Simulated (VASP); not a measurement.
# Cr (P6_3/mmc) in VASP: a series of runs

Cr is run at these levels: PBE+D4, PBE; tasks: single point.

All numbers are computed with VASP 6.6.1; they aren't measurements. Logs are shortened: lines on timing, memory, paths and dates and some standing lists are left out, and cuts for length are marked.

## (1) The cell of the first run

The structure is hexagonal, space group P6_3/mmc (No. 194). The conventional cell has a = 2.466 Å, b = 2.466 Å, c = 4.421 Å, α = 90.00°, β = 90.00°, γ = 120.00°. Within 3.3 Å of Cr (site symmetry -6m2) lie 12 Cr at 2.47 to 2.63 Å.

This isn't the form of Cr at room conditions, which is bcc.

## (2) Single point, PBE+D4, collinear spin, ferromagnetic start

Contents of INCAR:

```
SYSTEM = Cr
PREC = Accurate
ENCUT = 520
EDIFF = 1E-7
ISMEAR = -1
SIGMA = 0.05
LREAL = .False.
LASPH = .True.
NELM = 150
ALGO = Fast
ISIF = 2
LWAVE = .False.
LCHARG = .False.
ISPIN = 2
MAGMOM = 3 3
LORBIT = 11
LMAXMIX = 4
GGA = PE
IVDW = 13
NBANDS = 23
```

Contents of KPOINTS:

```
regular mesh
0
Gamma
  11 11 6
  0 0 0
```

Contents of POSCAR:

```
Cr
1.0
    2.4657165013      0.0000000000      0.0000000000
   -1.2328582506      2.1353731286      0.0000000000
    0.0000000000      0.0000000000      4.4211077362
Cr
2
Direct
    0.6666666667      0.3333333333      0.7500000000
    0.3333333333      0.6666666667      0.2500000000
```

Potentials or basis: VASP PAW PBE potentials, release 64 (Cr_pv).

Command:

```bash
$ cat potpaw_PBE.64/Cr_pv/POTCAR > POTCAR
$ mpirun -np 1 vasp_std > vasp.out
```

OUTCAR:

```text
SYSTEM = Cr
   PREC = Accurate
   ENCUT = 520
   EDIFF = 1E-7
   ISMEAR = -1
   LREAL = .False.
   LASPH = .True.
   NELM = 150
   ISIF = 2
   ISPIN = 2
   LORBIT = 11
   GGA = PE
   IVDW = 13

 ion  position               nearest neighbor table
   1  0.667  0.333  0.750-   2 2.63   2 2.63   2 2.63   2 2.63   2 2.63   2 2.63
   2  0.333  0.667  0.250-   1 2.63   1 2.63   1 2.63   1 2.63   1 2.63   1 2.63

  LATTYP: Found a hexagonal cell.
 ALAT       =     2.4657165013
 C/A-ratio  =     1.7930316538

  Lattice vectors:

 A1 = (   2.4657165013,   0.0000000000,   0.0000000000)
 A2 = (  -1.2328582506,   2.1353731286,   0.0000000000)
 A3 = (   0.0000000000,   0.0000000000,   4.4211077362)

Analysis of symmetry for initial positions (statically):
=====================================================================
 Subroutine PRICEL returns:
 Original cell was already a primitive cell.

 Routine SETGRP: Setting up the symmetry group for a
 hexagonal supercell.

 Subroutine GETGRP returns: Found 24 space group operations
 (whereof 12 operations were pure point group operations)
 out of a pool of 24 trial point group operations.

The static configuration has the point symmetry D_3d.
 The point group associated with its full space group is D_6h.

Analysis of symmetry for dynamics (positions and initial velocities):
=====================================================================
 Subroutine PRICEL returns:
 Original cell was already a primitive cell.

 Routine SETGRP: Setting up the symmetry group for a
 hexagonal supercell.

 Subroutine GETGRP returns: Found 24 space group operations
 (whereof 12 operations were pure point group operations)
 out of a pool of 24 trial point group operations.

The dynamic configuration has the point symmetry D_3d.
 The point group associated with its full space group is D_6h.

Analysis of structural, dynamic, and magnetic symmetry:
=====================================================================
 Subroutine PRICEL returns:
 Original cell was already a primitive cell.

 Routine SETGRP: Setting up the symmetry group for a
 hexagonal supercell.

 Subroutine GETGRP returns: Found 24 space group operations
 (whereof 12 operations were pure point group operations)
 out of a pool of 24 trial point group operations.

The overall configuration has the point symmetry D_3d.
 The point group associated with its full space group is D_6h.

 Subroutine INISYM returns: Found 24 space group operations
 (whereof 12 operations are pure point group operations),
 and found     1 'primitive' translations

----------------------------------------------------------------------------------------

                                     Primitive cell

  volume of cell :      23.2781

  direct lattice vectors                    reciprocal lattice vectors
     2.465716501  0.000000000  0.000000000     0.405561629  0.234151115  0.000000000
    -1.232858251  2.135373129  0.000000000     0.000000000  0.468302231  0.000000000
     0.000000000  0.000000000  4.421107736     0.000000000  0.000000000  0.226187657

  length of vectors
     2.465716501  2.465716501  4.421107736     0.468302231  0.468302231  0.226187657

  position of ions in fractional coordinates (direct lattice)
     0.666666667  0.333333333  0.750000000
     0.333333333  0.666666667  0.250000000

  ion indices of the primitive-cell ions
   primitive index   ion index
                 1           1
                 2           2

----------------------------------------------------------------------------------------

 KPOINTS: regular mesh

Automatic generation of k-mesh.
 Grid dimensions read from file:
 generate k-points for:   11   11    6

 Generating k-lattice:

  Cartesian coordinates                     Fractional coordinates (reciprocal lattice)
     0.036869239  0.021286465  0.000000000     0.090909091  0.000000000  0.000000000
     0.000000000  0.042572930  0.000000000     0.000000000  0.090909091  0.000000000
     0.000000000  0.000000000  0.037697943     0.000000000  0.000000000  0.166666667

  Length of vectors
     0.042572930  0.042572930  0.037697943

  Shift w.r.t. Gamma in fractional coordinates (k-lattice)
     0.000000000  0.000000000  0.000000000

 Subroutine IBZKPT returns following result:
 ===========================================

 Found     64 irreducible k-points:

 Following reciprocal coordinates:
            Coordinates               Weight
  0.000000  0.000000  0.000000      1.000000
  0.090909 -0.000000  0.000000      6.000000
  0.181818  0.000000  0.000000      6.000000
  0.272727 -0.000000  0.000000      6.000000
  0.363636 -0.000000  0.000000      6.000000
  0.454545 -0.000000  0.000000      6.000000
[... 16 lines left out ...]
  0.090909  0.090909  0.166667     12.000000
  0.181818  0.090909  0.166667     24.000000
 [... further k-points ...]
   k-points           NKPTS =     64   k-points in BZ     NKDIM =     64   number of bands    NBANDS=     23
   number of dos      NEDOS =    301   number of ions     NIONS =      2
   total plane-waves  NPLWV =  11664
   dimension x,y,z NGX =    18 NGY =   18 NGZ =   36
   dimension x,y,z NGXF=    36 NGYF=   36 NGZF=   72
   ions per type =               2
   NGX,Y,Z   is equivalent  to a cutoff of  12.14, 12.14, 13.54 a.u.
   NGXF,Y,Z  is equivalent  to a cutoff of  24.27, 24.27, 27.07 a.u.
 SYSTEM =  Cr
   PREC   = accura    normal or accurate (medium, high low for compatibility)
   ISTART =      0    job   : 0-new  1-cont  2-samecut
   ICHARG =      2    charge: 1-file 2-atom 10-const
   ISPIN  =      2    spin polarized calculation?
   LNONCOLLINEAR =      F non collinear calculations
   LSORBIT =      F    spin-orbit coupling
   LASPH  =      T    aspherical Exc in radial PAW
   ENCUT  =  520.0 eV  38.22 Ry    6.18 a.u.   4.58  4.58  8.22*2*pi/ulx,y,z
   NELM   =    150;   NELMIN=  2; NELMDL= -5     # of ELM steps
   EDIFF  = 0.1E-06   stopping-criterion for ELM
   LREAL  =      F    real-space projection
   EDIFFG = 0.1E-05   stopping-criterion for IOM
   NSW    =      0    number of steps for IOM
   IBRION =     -1    ionic relax: 0-MD 1-quasi-New 2-CG
   NFREE  =      0    steps in history (QN), initial steepest desc. (CG)
   ISIF   =      2    stress and relaxation
   ISYM   =      2    0-nonsym 1-usesym 2-fastsym
   POTIM  = 0.5000    time-step for ionic-motion
   TEBEG  =    0.0;   TEEND  =   0.0 temperature during run
   PSTRESS=    0.0 pullay stress
   NELECT =      24.0000    total number of electrons
   NUPDOWN=      -1.0000    fix difference up-down
   EMIN   =  10.00;   EMAX   =-10.00  energy-range for DOS
   EFERMI =   0.00;   METHOD = LEGACY
   ISMEAR =    -1;   SIGMA  =   0.05  broadening in eV -4-tet -1-fermi 0-gaus
   EFERMI_NEDOS =   21; number of points for ismear=-14 and -15
   IALGO  =     68    algorithm
   IMIX   =      4    mixing-type and parameters
     AMIX     =   0.40;   BMIX     =  1.00
     AMIX_MAG =   1.60;   BMIX_MAG =  1.00
  volume/ion in A,a.u.               =      11.64        78.54
  Fermi-wavevector in a.u.,A,eV,Ry     =   1.653849  3.125322 37.214889  2.735217
  Thomas-Fermi vector in A             =   2.742217
   LORBIT       =     11    0 simple, 1 ext, 2 COOP (PROOUT), +10 PAW based schemes
   GGA     = PE    functional components
   LHFCALC =     F    Hartree Fock is set to
   AEXX    =    0.0000 exact exchange contribution
   IVDW    =    13    specifies the selected vdW correction
   LEPSILON=     F    determine dielectric tensor
   LRPA    =     F    only Hartree local field effects (RPA)
 spin polarized calculation
 RMM-DIIS sequential band-by-band and
  energy-cutoff  :      520.00
  volume of cell :       23.28
 maximum number of plane-waves:       647
   NGX =  9   NGY =  9   NGZ = 17

 number of electron      23.9999995 magnetization       0.0000691

 number of electron      23.9999995 magnetization      -0.0000147

 Free energy of the ion-electron system (eV)
  ---------------------------------------------------
  ext. energy  EPLUGINS =         0.00000000
  ---------------------------------------------------
  free energy    TOTEN  =       -18.23395220 eV

  energy without entropy =      -18.21249748  energy(sigma->0) =      -18.22322484

 E-fermi :  10.7127     XC(G=0): -13.6053

 val. band max:       10.7045900202   @ k =   0.3636  -0.0000   0.1667
 cond. band min:      10.7148984824   @ k =   0.4545  -0.0000   0.1667
 fundamental gap:      0.0103084622
 Fermi energy:        10.7127030370

 spin component 1

 k-point     1 :       0.0000    0.0000    0.0000
  band No.  band energies     occupation
      1     -32.5771      1.00000
      2     -31.8635      1.00000
      3     -31.6847      1.00000
      4     -31.6847      1.00000
      5     -31.6174      1.00000
      6     -31.6174      1.00000
[... 15 lines left out ...]
     22      30.8061      0.00000
     23      31.0427      0.00000
[... 575 lines left out ...]
      1     -32.4013      1.00000
      2     -32.0903      1.00000
      3     -32.0616      1.00000
      4     -31.9002      1.00000
      5     -31.7956      1.00000
      6     -31.7278      1.00000
[... 15 lines left out ...]
     22      27.0929      0.00000
     23      29.3294      0.00000

 [... further k-points ...]

 spin component 2

 k-point     1 :       0.0000    0.0000    0.0000
  band No.  band energies     occupation
      1     -32.5771      1.00000
      2     -31.8635      1.00000
      3     -31.6847      1.00000
      4     -31.6847      1.00000
      5     -31.6174      1.00000
      6     -31.6174      1.00000
[... 15 lines left out ...]
     22      30.8061      0.00000
     23      31.0424      0.00000
[... 575 lines left out ...]
      1     -32.4013      1.00000
      2     -32.0903      1.00000
      3     -32.0616      1.00000
      4     -31.9002      1.00000
      5     -31.7956      1.00000
      6     -31.7278      1.00000
[... 15 lines left out ...]
     22      27.0929      0.00000
     23      29.3385      0.00000

 [... further k-points ...]

------------------------ aborting loop because EDIFF is reached ----------------------------------------

  DFT-D4 for vdW energy calculation

  Edisp (eV):   -0.89135

  FORCE on cell =-STRESS in cart. coord.  units (eV):
  Direction    XX          YY          ZZ          XY          YZ          ZX
  --------------------------------------------------------------------------------------
  -------------------------------------------------------------------------------------
  Total      -0.07212    -0.07212    -0.05486    -0.00000    -0.00000     0.00000
  in kB      -4.96393    -4.96393    -3.77566    -0.00000    -0.00000     0.00000
  external pressure =       -4.57 kB  Pullay stress =        0.00 kB

 VOLUME and BASIS-vectors are now :
 -----------------------------------------------------------------------------
  energy-cutoff  :      520.00
  volume of cell :       23.28
      direct lattice vectors                 reciprocal lattice vectors
     2.465716501  0.000000000  0.000000000     0.405561629  0.234151115  0.000000000
    -1.232858251  2.135373129  0.000000000     0.000000000  0.468302231  0.000000000
     0.000000000  0.000000000  4.421107736     0.000000000  0.000000000  0.226187657

 POSITION                                       TOTAL-FORCE (eV/Angst)
 -----------------------------------------------------------------------------------
      1.23286      0.71179      3.31583        -0.000000      0.000000      0.000000
     -0.00000      1.42358      1.10528         0.000000      0.000000      0.000000
 -----------------------------------------------------------------------------------
    total drift:                                0.000000     -0.000000      0.000000

  FREE ENERGIE OF THE ION-ELECTRON SYSTEM (eV)
  ---------------------------------------------------
  free  energy   TOTEN  =       -19.1253053653 eV

  energy  without entropy=      -19.1038506445  energy(sigma->0) =      -19.11457800

 total charge

# of ion       s       p       d       tot
------------------------------------------
    1        0.450   6.384   4.240  11.073
    2        0.450   6.384   4.240  11.073
--------------------------------------------------
tot          0.900  12.767   8.479  22.147

 magnetization (x)

# of ion       s       p       d       tot
------------------------------------------
    1        0.000  -0.000  -0.000  -0.000
    2        0.000  -0.000  -0.000  -0.000
--------------------------------------------------
tot          0.000  -0.000  -0.000  -0.000
```

Wall time 35 s (1 thread of Intel Xeon 6975P-C (Granite Rapids), shared host); peak memory 0.17 GiB.

Results:

| Item | Value |
| --- | --- |
| Free energy | -19.1253 eV |
| Pressure | -0.5 GPa |
| Band gap on the k mesh | zero (filled and empty bands overlap) |
| Net moment | 0.00 μB per cell |
| Valence electrons inside the program's atomic spheres | Cr 11.07 |
| Dispersion energy per atom | -0.446 eV |

Stress tensor (GPa, compression positive):
```
-0.50  0.00  0.00
 0.00 -0.50  0.00
 0.00  0.00 -0.38
```

Levels at points of the mesh, in eV from the Fermi level:
Spin up:
```tsv
k point	band 10	band 11	band 12	band 13	band 14	band 15
(0.00, 0.00, 0.00)	-0.37	-0.37	-0.26	-0.03	-0.03	1.10
(0.00, 0.00, 0.50)	-1.68	-0.34	-0.34	-0.34	-0.34	1.84
```
Spin down:
```csv
k point,band 9,band 10,band 11,band 12,band 13,band 14,band 15,band 16
"(0.00, 0.00, 0.00)",-1.28,-0.37,-0.37,-0.26,-0.03,-0.03,1.10,1.10
"(0.00, 0.00, 0.50)",-1.68,-1.68,-0.34,-0.34,-0.34,-0.34,1.84,1.84
```

Caveat: an empty level that is flat over the whole mesh can mark a ghost state of the potentials, or a narrow d or f band.

## (3) Single point, PBE, collinear spin, ferromagnetic start

This run uses another cell than the first one, of 14.07 Å³/atom.

Contents of INCAR:

```
  PREC = Accurate
  ENCUT = 520
  EDIFF = 1E-7
  ISMEAR = 0
  SIGMA = 0.011
  LREAL = F
  LASPH = T
  NELM = 150
  ALGO = Normal
  ISIF = 2
  LWAVE = F
  LCHARG = F
  ISPIN = 2
  MAGMOM = 3 3
  LORBIT = 11
  LMAXMIX = 4
  GGA = PE
  NBANDS = 23
```

Contents of KPOINTS:

```
regular mesh
0
Gamma
  11 11 6
```

Contents of POSCAR:

```
Cr
1.0
    2.7140000000      0.0000000000      0.0000000000
   -1.3570000000      2.3503929459      0.0000000000
    0.0000000000      0.0000000000      4.4100000000
Cr
2
Direct
    0.6666666667      0.3333333333      0.7500000000
    0.3333333333      0.6666666667      0.2500000000
```

Potentials or basis: VASP PAW PBE potentials, release 64 (Cr_pv).

Command:

```bash
$ cat potpaw_PBE.64/Cr_pv/POTCAR > POTCAR
$ mpirun -np 1 vasp_std > vasp.out
```

OUTCAR:

```text
PREC = Accurate
   ENCUT = 520
   EDIFF = 1E-7
   ISMEAR = 0
   LREAL = F
   LASPH = T
   NELM = 150
   ISIF = 2
   ISPIN = 2
   LORBIT = 11
   GGA = PE

 ion  position               nearest neighbor table
   1  0.667  0.333  0.750-   2 2.71   2 2.71   2 2.71   2 2.71   2 2.71   2 2.71
   2  0.333  0.667  0.250-   1 2.71   1 2.71   1 2.71   1 2.71   1 2.71   1 2.71

  LATTYP: Found a hexagonal cell.
 ALAT       =     2.7140000000
 C/A-ratio  =     1.6249078850

  Lattice vectors:
[... 1466 lines left out ...]
  in kB     -257.1733177   -257.1733178   -234.2023420      0.0000000     -0.0000000      0.0000000
  external PRESSURE =    -249.5163258 kB  Pullay stress =       0.0000000 kB

 VOLUME and BASIS-vectors are now :
 -----------------------------------------------------------------------------
  energy-cutoff  :      520.00
  volume of cell :       28.13
      direct lattice vectors                 reciprocal lattice vectors
     2.714000000  0.000000000  0.000000000     0.368459838  0.212730387  0.000000000
    -1.357000000  2.350392946  0.000000000     0.000000000  0.425460773  0.000000000
     0.000000000  0.000000000  4.410000000     0.000000000  0.000000000  0.226757370

 POSITION                                       TOTAL-FORCE (eV/Angst)
 -----------------------------------------------------------------------------------
      1.35700      0.78346      3.30750        -0.000000      0.000000      0.000000
     -0.00000      1.56693      1.10250         0.000000      0.000000      0.000000
 -----------------------------------------------------------------------------------
    total drift:                               -0.000000      0.000000     -0.000000

  FREE ENERGIE OF THE ION-ELECTRON SYSTEM (eV)
  ---------------------------------------------------
  free  energy   TOTEN  =       -17.7040707141 eV

  energy  without entropy=      -17.7037579001  energy(sigma->0) =      -17.70391431

 total charge

# of ion       s       p       d       tot
------------------------------------------
    1        0.382   6.278   4.057  10.717
    2        0.382   6.278   4.057  10.717
--------------------------------------------------
tot          0.765  12.555   8.115  21.435

 magnetization (x)

# of ion       s       p       d       tot
------------------------------------------
    1        0.002   0.024   0.905   0.931
    2        0.002   0.024   0.905   0.931
--------------------------------------------------
tot          0.004   0.048   1.809   1.862
```

It took 2.2 min on 1 thread of Intel Xeon 6975P-C (Granite Rapids), shared host; peak memory 0.19 GiB.

What came out:

```
Free energy                                           : -17.7041 eV
Pressure                                              : -25.0 GPa
Band gap on the k mesh                                : zero (filled and empty bands overlap)
Net moment                                            : 2.01 μB per cell
Site moments                                          : Cr +0.93 μB
Valence electrons inside the program's atomic spheres : Cr 10.72
```

Caveat: the cell stands under tension; an empty level that is flat over the whole mesh can mark a ghost state of the potentials, or a narrow d or f band.
